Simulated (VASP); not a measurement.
Write the native input for VASP 6.6.1 that does the following.

```
Task                   : single point
Functional             : PBE
Potentials or basis    : VASP PAW PBE potentials, release 64 (V_sv, Si, S)
Cutoff                 : 520 eV
k mesh                 : 8 × 8 × 8
Occupations            : gaussian, width 0.1 eV
Spin                   : no spin polarisation
Dipole correction      : no
Further INCAR settings : ALGO = Normal; EDIFF = 1e-06; NBANDS = 33
```

The structure of V2SiS3 lies in POSCAR:

```
V2SiS3
1.0
    4.6105376386      0.0000000000      0.0000000000
    0.0000000000      4.6105376386      0.0000000000
    0.0000000000      0.0000000000      4.5882397777
V Si S
2 1 3
Direct
    0.5000000000      0.0000000000      0.2620780534
    0.0000000000      0.5000000000      0.2620780534
    0.5000000000      0.5000000000      0.0553212838
    0.5000000000      0.0000000000      0.7669589894
    0.0000000000      0.5000000000      0.7669589894
    0.0000000000      0.0000000000      0.2791683805
```

The cell was generated, and may not be a known phase.

The input as run:

INCAR

```
SYSTEM = V2SiS3
PREC = Accurate
ENCUT = 520
EDIFF = 1E-6
ISMEAR = 0
SIGMA = 0.1
LREAL = .False.
LASPH = .True.
NELM = 100
ALGO = Normal
ISIF = 2
LWAVE = .False.
LCHARG = .True.
GGA = PE
LELF = .True.
LVHAR = .True.
NBANDS = 33
```

KPOINTS

```
regular mesh
0
Gamma
  8 8 8
  0 0 0
```

Potentials or basis: VASP PAW PBE potentials, release 64 (V_sv, Si, S).

Launch:

```bash
$ cat potpaw_PBE.64/V_sv/POTCAR potpaw_PBE.64/Si/POTCAR potpaw_PBE.64/S/POTCAR > POTCAR
$ mpirun -np 1 vasp_std > vasp.out
```

Results of the run:

- Pressure: 0.0 GPa
- Largest force: 0.007 eV/Å
- Band gap on the k mesh: zero (bands 24 and 25 overlap by 1.33 eV)

Caveat: the run has no spin polarisation, though such a crystal can be magnetic.

It took 96 s on 1 thread of Intel(R) Xeon(R) 6975P-C (Granite Rapids), with other jobs on the host, peak memory 0.34 GiB.
